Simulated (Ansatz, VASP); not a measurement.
**Sb: VASP beside Ansatz**

```
Sb
1.0
     3.20158    0.00000    0.00000
     0.00000    3.20158    0.00000
     0.00000    0.00000    3.20158
Sb
1
Direct
  0.00000 0.00000 0.00000
```

Alike in both runs: task single point; functional PBE0; k mesh 4 × 4 × 4; occupations fermi-dirac, width 0.05 eV; no spin polarisation.

|  | VASP | Ansatz |
| --- | --- | --- |
| version | VASP 6.6.1 | Ansatz 0.2.0 |
| potentials or method | VASP PAW PBE potentials, release 64 (Sb) | Ansatz PAW |
| plane-wave cutoff (eV) | 520 | 420 |
| valence electrons in the cell | 5 | 15 |

```tsv
	VASP	Ansatz	Ansatz less VASP
gap on the k mesh at the Fermi level (eV)	none	none	-
pressure (GPa)	-7.9	-7.0	+0.89
```

A gap of «none» marks a metal or a gap that the smearing closes. With one functional, cell and mesh, what is left measures potentials, basis and numerics. VASP's potentials hold 5 valence electrons a cell and Ansatz's 15, so a difference there can come from the potentials and not from the codes.

The k mesh is coarse, so the values compare programs but aren't converged. Spin-orbit coupling is off throughout.
